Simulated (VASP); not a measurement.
The system is SrHI.

```xyz
6
Lattice="4.3710 0.0000 0.0000 0.0000 4.3710 0.0000 0.0000 0.0000 8.4500" Properties=species:S:1:pos:R:3 pbc="T T T"
Sr    0.0000    2.1855    1.6900
Sr    2.1855    0.0000    6.7600
H     0.0000    0.0000    0.0000
H     2.1855    2.1855    0.0000
I     0.0000    2.1855    5.9150
I     2.1855    0.0000    2.5350
```

| Item | Value |
| --- | --- |
| Program | VASP 6.6.1 |
| Task | relaxation of volume and atoms at fixed shape |
| Functional | r2SCAN |
| Potentials or basis | VASP PAW PBE potentials, release 64 (Sr_sv, H, I) |
| Cutoff | 600 eV |
| k mesh | 5 × 5 × 3 |
| Occupations | gaussian, width 0.05 eV |
| Spin | no spin polarisation |

At the start: pressure 1.2 GPa; volume 26.91 Å³/atom.

Where does the relaxation end?

Over 7 steps the energy falls by 187.7 meV/atom and the volume is 26.67 Å³/atom (-0.9 %); space group P4/nmm (No. 129, to 0.1 Å) before and after.

The path:
```csv
step,energy change (eV),largest force (eV/Å),pressure (GPa),volume (Å³)
1,0.0000,1.8396,1.17,161.44
2,-0.4358,1.4994,-0.22,166.06
3,-0.8843,0.7092,-2.23,175.37
4,-0.9113,0.4593,-2.67,178.25
5,-1.1188,0.0776,-0.65,162.94
6,-1.1217,0.1062,-0.32,161.13
7,-1.1262,0.0299,-0.10,160.04
```

Final structure:
```
Sr H I
1.0
     4.35831    0.00000    0.00000
     0.00000    4.35831    0.00000
     0.00000    0.00000    8.42547
Sr H I
2 2 2
Direct
  0.00000 0.50000 0.15232
  0.50000 0.00000 0.84768
  0.00000 0.00000 0.00000
  0.50000 0.50000 0.00000
  0.00000 0.50000 0.67130
  0.50000 0.00000 0.32870
```

Caveat: the PAW data sets were made with another functional, which shifts forces and pressure a little.
